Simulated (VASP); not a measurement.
## CaS: single point with revPBE

Crystal: CaS.

```
Ca S
1.0
     0.00000    2.86507    2.86507
     2.86507    0.00000    2.86507
     2.86507    2.86507    0.00000
Ca S
1 1
Direct
  0.50000 0.50000 0.50000
  0.00000 0.00000 0.00000
```

This cell differs from its parent crystal: volume scaled by 0.98.

```json
{
 "Program": "VASP 6.6.1",
 "Task": "single point",
 "Functional": "revPBE",
 "Potentials or basis": "VASP PAW PBE potentials, release 64 (Ca_sv, S)",
 "Cutoff": "500 eV",
 "k mesh": "8 × 8 × 8",
 "Occupations": "gaussian, width 0.05 eV",
 "Spin": "no spin polarisation"
}
```

- Pressure: 1.2 GPa
- Band gap on the k mesh: 2.49 eV, indirect (least direct gap 3.28 eV)

Levels at points of the mesh, in eV from the valence-band top:
```tsv
k point	band 4	band 5	band 6	band 7	band 8	band 9	band 10	band 11	band 12	band 13
(0.00, 0.00, 0.00)	-20.28	-11.25	0.00	0.00	0.00	4.18	4.24	4.24	4.24	4.79
(0.50, 0.00, 0.00)	-20.29	-10.49	-2.99	-1.11	-1.11	5.28	6.07	6.21	6.21	8.05
(0.50, 0.50, 0.00)	-20.32	-10.65	-2.21	-0.79	-0.79	2.49	5.60	6.05	6.73	6.77
```

Wall time 18 s on 1 thread of Intel(R) Xeon(R) Platinum 8259CL CPU @ 2.50GHz (Skylake/Cascade Lake), with other jobs on the host, peak memory 0.17 GiB.

Caveat: the PAW data sets were made with another functional, which shifts forces and pressure a little. A k mesh can miss the band edges.
